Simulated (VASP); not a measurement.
Input of a VASP 6.6.1 run:

INCAR

```
PREC     = Accurate       # precision mode
ENCUT    = 520            # plane-wave cutoff, eV
EDIFF    = 1E-6           # SCF threshold, eV
ISMEAR   = 0              # smearing method
SIGMA    = 0.1            # smearing width, eV
LREAL    = False          # projectors in reciprocal space
LASPH    = True           # aspherical terms in the spheres
NELM     = 60             # most SCF steps
ALGO     = Normal         # electronic algorithm
ISIF     = 2              # what is computed and relaxed
LWAVE    = False          # write WAVECAR
LCHARG   = False          # write CHGCAR
GGA      = PE             # functional
NBANDS   = 24             # bands
```

Contents of KPOINTS:

```
regular mesh
0
Gamma
  24 24 10
```

File POSCAR:

```
TaN
1.0
    2.9001859957      0.0000000000      0.0000000000
   -1.4500929978      2.5116347480      0.0000000000
    0.0000000000      0.0000000000      6.1514393307
Ta N
2 2
Direct
    0.0000000000      0.0000000000      0.0000000000
    0.0000000000      0.0000000000      0.5000000000
    0.3333333333      0.6666666667      0.2500000000
    0.6666666667      0.3333333333      0.7500000000
```

Potentials or basis: VASP PAW PBE potentials, release 64 (Ta_pv, N).

Launch:

```console
$ cat potpaw_PBE.64/Ta_pv/POTCAR potpaw_PBE.64/N/POTCAR > POTCAR
$ mpirun -np 1 vasp_std > vasp.out
```

(1) Estimate the pressure.

(2) What does it give for the band gap on the k mesh?

Results:

(1) -8.7 GPa.

(2) zero (band 16 reaches 8.21 eV, above the bottom of band 17 at 7.32 eV).

Caveat: the cell differs from its parent crystal (uniaxial strain along c: +4.0 %, then relaxed in part); spin-orbit coupling is left out, which moves the levels of the heavy elements.
